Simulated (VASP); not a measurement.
**Sr: density of states with PBEsol**

Crystal: Sr.

```
CELL_PARAMETERS angstrom
3.27585 0.00000 0.00000
-1.63793 2.83697 0.00000
0.00000 0.00000 5.07511
ATOMIC_POSITIONS crystal
Sr 0.33333 0.66667 0.25000
Sr 0.66667 0.33333 0.75000
```

This cell differs from its parent crystal: volume scaled by 0.45.

| Item | Value |
| --- | --- |
| Program | VASP 6.6.1 |
| Task | density of states |
| Functional | PBEsol |
| Potentials or basis | VASP PAW PBE potentials, release 64 (Sr_sv) |
| Cutoff | 520 eV |
| k mesh | 12 × 12 × 6 |
| Occupations | fermi-dirac, width 0.1 eV |
| Spin | no spin polarisation |
| Dipole correction | no |
| k mesh for the DOS | 18 × 18 × 9 |
| Occupations for the DOS | tetrahedron |
| Further INCAR settings | ALGO = Normal; EDIFF = 1e-06 |

```json
{"Valence electrons inside the program's atomic spheres": "Sr 8.32"}
```

Levels at points of the mesh, in eV from the Fermi level:
```csv
k point,band 6,band 7,band 8,band 9,band 10,band 11,band 12,band 13,band 14
"(0.00, 0.00, 0.00)",-16.49,-16.49,-16.36,-3.86,-1.78,2.92,2.92,3.68,4.09
"(0.50, 0.00, 0.00)",-17.41,-17.10,-16.71,-1.57,-0.78,-0.77,2.34,2.45,3.54
```

Wall time 31 s on 1 thread of Intel(R) Xeon(R) 6975P-C (Granite Rapids), on a shared host, peak memory 0.23 GiB.
